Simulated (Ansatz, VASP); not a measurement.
## Two plane-wave programs on TeS2

```
Te S
1.0
     5.77523    0.00000    0.00000
     0.00000    5.77523    0.00000
     0.00000    0.00000    5.77523
Te S
2 4
Cartesian
  0.0000 0.0000 0.0000
  2.8876 2.8876 2.8876
  1.4438 1.4438 1.4438
  1.4438 4.3314 4.3314
  4.3314 4.3314 1.4438
  4.3314 1.4438 4.3314
```

Alike in both runs: functional PBE; k mesh 8 × 8 × 8; occupations gaussian, width 0.1 eV; no spin polarisation.

Ansatz relaxed the structure, and its values are those at the end. VASP's run is a single point on that final structure, the one shown.

|  | VASP | Ansatz |
| --- | --- | --- |
| version | VASP 6.6.1 | Ansatz 0.2.0 |
| potentials or method | VASP PAW PBE potentials, release 64 (Te, S), cutoff 520 eV | scalar-relativistic, plane waves, PAW |
| valence electrons in the cell | 36 | 56 |

```csv
,VASP,Ansatz,Ansatz less VASP
gap on the k mesh at the Fermi level (eV),none,none,-
pressure (GPa),-0.1,0.0,+0.11
```

A gap of «none» marks a metal or a gap that the smearing closes. VASP's potentials hold 36 valence electrons a cell and Ansatz's 56, so a difference there can come from the potentials and not from the codes.

Spin-orbit coupling is off throughout.
